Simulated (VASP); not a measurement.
GaSe: single point with r2SCAN

GaSe:

```xyz
8
Lattice="3.7535 0.0000 0.0000 -1.8768 3.2506 0.0000 0.0000 0.0000 16.1143" Properties=species:S:1:pos:R:3 pbc="T T T"
Ga    0.0000    2.1671    2.8125
Ga    1.8768    1.0835   10.8697
Ga    0.0000    2.1671    5.2447
Ga    1.8768    1.0835   13.3018
Se    0.0000    2.1671    9.7116
Se    1.8768    1.0835    1.6544
Se    0.0000    2.1671   14.4599
Se    1.8768    1.0835    6.4028
```

```
Program                : VASP 6.6.1
Task                   : single point
Functional             : r2SCAN
Potentials or basis    : VASP PAW PBE potentials, release 64 (Ga_d, Se)
Cutoff                 : 550 eV
k mesh                 : 12 × 12 × 2
Occupations            : gaussian, width 0.01 eV
Spin                   : no spin polarisation
Dipole correction      : no
Further INCAR settings : ALGO = Normal; EDIFF = 1e-06; NBANDS = 48
```

```
Pressure               : 0.9 GPa
Largest force          : 0.013 eV/Å
Band gap on the k mesh : 1.47 eV
```

Forces on the atoms (eV/Å):
```
Ga   0.000  0.000  0.013
Ga   0.000  0.000  0.013
Ga   0.000  0.000 -0.013
Ga   0.000  0.000 -0.013
Se   0.000  0.000  0.009
Se   0.000  0.000  0.009
Se   0.000  0.000 -0.009
Se   0.000  0.000 -0.009
```

Levels at points of the mesh, in eV from the valence-band top:
```
           k point  band 34  band 35  band 36  band 37  band 38  band 39  band 40  band 41  band 42  band 43
(0.00, 0.00, 0.00)    -1.38    -1.38    -1.27    -1.27     0.00     1.47     2.29     2.66     2.79     4.27
(0.50, 0.00, 0.00)    -2.68    -2.51    -2.42    -2.35    -1.91     1.50     1.62     2.10     2.24     4.07
(0.00, 0.00, 0.50)    -1.31    -1.31    -1.31    -0.79    -0.79     1.99     1.99     2.71     2.71     4.31
(0.50, 0.00, 0.50)    -2.58    -2.57    -2.57    -2.17    -2.17     1.77     1.77     1.95     1.95     3.94
```

Wall time 42 min on 1 thread of Intel(R) Xeon(R) 6975P-C (Granite Rapids), on a shared host, peak memory 0.56 GiB.

Caveat: the PAW data sets were made with another functional, which shifts forces and pressure a little. r2SCAN opens gaps a little over a GGA but as a rule still falls short of measured ones.
